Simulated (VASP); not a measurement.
Write the native input for VASP 6.6.1 that does the following.

| Property | Result |
| --- | --- |
| Task | single point |
| Functional | PBEsol |
| Potentials or basis | VASP PAW PBE potentials, release 64 (Ag) |
| Cutoff | 520 eV |
| k mesh | 22 × 22 × 22 |
| Occupations | gaussian, width 0.15 eV |
| Spin | no spin polarisation |
| Dipole correction | no |
| Further INCAR settings | ALGO = Fast; EDIFF = 1e-06; NBANDS = 12 |

The structure of Ag lies in POSCAR:

```
Ag
1.0
    0.0000000000      2.3585866620      1.5330813303
    2.3585866620      0.0000000000      1.5330813303
    2.3585866620      2.3585866620      0.0000000000
Ag
1
Direct
    0.0000000000      0.0000000000      0.0000000000
```

This cell differs from its parent crystal: ratio of the length along z to the lengths across it x 0.65, volume and fractional coordinates fixed.

These files were run (other wordings do the same):

INCAR

```
SYSTEM = Ag
  PREC = Accurate
  ENCUT = 520
  EDIFF = 1E-6
  ISMEAR = 0
  SIGMA = 0.15
  LREAL = .False.
  LASPH = .True.
  NELM = 80
  ALGO = Fast
  ISIF = 2
  LWAVE = .False.
  LCHARG = .True.
  GGA = PS
  LELF = .True.
  LVHAR = .True.
  NBANDS = 12
```

KPOINTS

```
Automatic mesh
0
Gamma
  22 22 22
  0 0 0
```

Potentials or basis: VASP PAW PBE potentials, release 64 (Ag).

Launch:

```console
$ cat potpaw_PBE.64/Ag/POTCAR > POTCAR
$ mpirun -np 1 vasp_std > vasp.out
```

It gave:

| Property | Result |
| --- | --- |
| Pressure | -1.9 GPa |
| Band gap on the k mesh | zero (an odd number of electrons rules out a gap without spin polarisation) |

Caveat: the PAW data sets were made with another functional, which shifts forces and pressure a little.

It took 3.7 min on 1 thread of Intel Xeon 8259CL, on a shared host, peak memory 0.28 GiB.
